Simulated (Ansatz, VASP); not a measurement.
Two plane-wave programs on TaRu

```xyz
2
Lattice="3.1439 0.0000 0.0000 0.0000 3.1439 0.0000 0.0000 0.0000 3.1439" Properties=species:S:1:pos:R:3 pbc="T T T"
Ta    1.5720    1.5720    1.5720
Ru    0.0000    0.0000    0.0000
```

Change from the starting cell: volume scaled by 0.96, PAW files.

Alike in both runs: task electric field gradients; functional LDA; k mesh 13 × 13 × 13; occupations fermi-dirac, width 0.03 eV; no spin polarisation.

|  | VASP | Ansatz |
| --- | --- | --- |
| version | VASP 6.6.1 | Ansatz 0.2.0 |
| potentials or method | VASP PAW LDA potentials, release 64 (Ta_sv_GW, Ru_sv) | PAW with Ansatz's default frozen-core files, scalar-relativistic |
| plane-wave cutoff (eV) | 520 | 420 |
| valence electrons in the cell | 29 | 29 |

```tsv
	VASP	Ansatz	Ansatz less VASP
pressure (GPa)	-6.8	-6.8	+0.01
```

LDA's correlation is that of Perdew and Zunger in VASP and of Perdew and Wang (1992) in Ansatz.

Neither program's run includes spin-orbit coupling.
